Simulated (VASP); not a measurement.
Set up this calculation in VASP 6.6.1, as the native input.

```
Task                   : single point
Functional             : PBE
Potentials or basis    : VASP PAW PBE potentials, release 64 (In_d, Sb)
Cutoff                 : 520 eV
k mesh                 : 14 × 14 × 14
Occupations            : gaussian, width 0.15 eV
Spin                   : no spin polarisation
Dipole correction      : no
Further INCAR settings : ALGO = Normal; EDIFF = 1e-06; NBANDS = 16
```

The structure of InSb lies in POSCAR:

```
InSb
1.0
    0.0000000000      3.1289007290      3.1289007290
    3.1289007290      0.0000000000      3.1289007290
    3.1289007290      3.1289007290      0.0000000000
In Sb
1 1
Direct
    0.0000000000      0.0000000000      0.0000000000
    0.5000000000      0.5000000000      0.5000000000
```

One way to write it, as run:

INCAR

```
SYSTEM = InSb
PREC = Accurate
ENCUT = 520
EDIFF = 1E-6
ISMEAR = 0
SIGMA = 0.15
LREAL = .FALSE.
LASPH = .TRUE.
NELM = 60
ALGO = Normal
ISIF = 2
LWAVE = .FALSE.
LCHARG = .FALSE.
GGA = PE
NBANDS = 16
```

KPOINTS

```
regular mesh
0
G
  14 14 14
  0 0 0
```

Potentials or basis: VASP PAW PBE potentials, release 64 (In_d, Sb).

The run is started by

```sh
$ cat potpaw_PBE.64/In_d/POTCAR potpaw_PBE.64/Sb/POTCAR > POTCAR
$ mpirun -np 1 vasp_std > vasp.out
```

Results of the run:

```
Pressure               : -2.2 GPa
Band gap on the k mesh : zero (bands 9 and 10 overlap by 2.47 eV)
```

Caveat: spin-orbit coupling is left out, which moves the levels of the heavy elements.

It took 86 s on 1 thread of AMD EPYC 7R13 Processor (Zen 3) (shared host), peak memory 0.24 GiB.
